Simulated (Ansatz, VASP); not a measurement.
# One calculation of BaTiO3, two programs

```
Ba Ti O
1.0
     2.81688    1.62633    2.43420
    -2.81688    1.62633    2.43420
     0.00000   -3.25266    2.43420
Ba Ti O
1 1 3
Direct
  0.00495 0.00495 0.00495
  0.51919 0.51919 0.51919
  0.48839 0.48839 0.97777
  0.48839 0.97777 0.48839
  0.97777 0.48839 0.48839
```

Alike in both runs: task single point; functional PBE; k mesh 6 × 6 × 6; occupations gaussian, width 0.05 eV; no spin polarisation.

|  | VASP | Ansatz |
| --- | --- | --- |
| version | VASP 6.6.1 | Ansatz 0.2.0 |
| potentials or method | VASP PAW PBE potentials, release 64 (Ba_sv, Ti_sv, O), cutoff 520 eV | scalar-relativistic, plane waves, PAW |
| valence electrons in the cell | 40 | 40 |

Ansatz gave:

| Item | Value |
| --- | --- |
| gap on the k mesh at the Fermi level (eV) | 2.62 |
| least direct gap on the mesh (eV) | 3.03 |
| pressure (GPa) | 0.7 |
| traceless stress, the component that is largest in VASP (GPa) | -6.51 |
| rms of the force components (eV/Å) | 0.075 |

Task: What did VASP give for the same quantities?

Result: gap on the k mesh at the Fermi level (eV): 2.59; least direct gap on the mesh (eV): 3.02; pressure (GPa): 2.3; traceless stress, the component that is largest in VASP (GPa): -6.78; rms of the force components (eV/Å): 0.072.

Atom by atom the forces differ by 0.037 eV/Å (rms over components).

Neither program's run includes spin-orbit coupling.
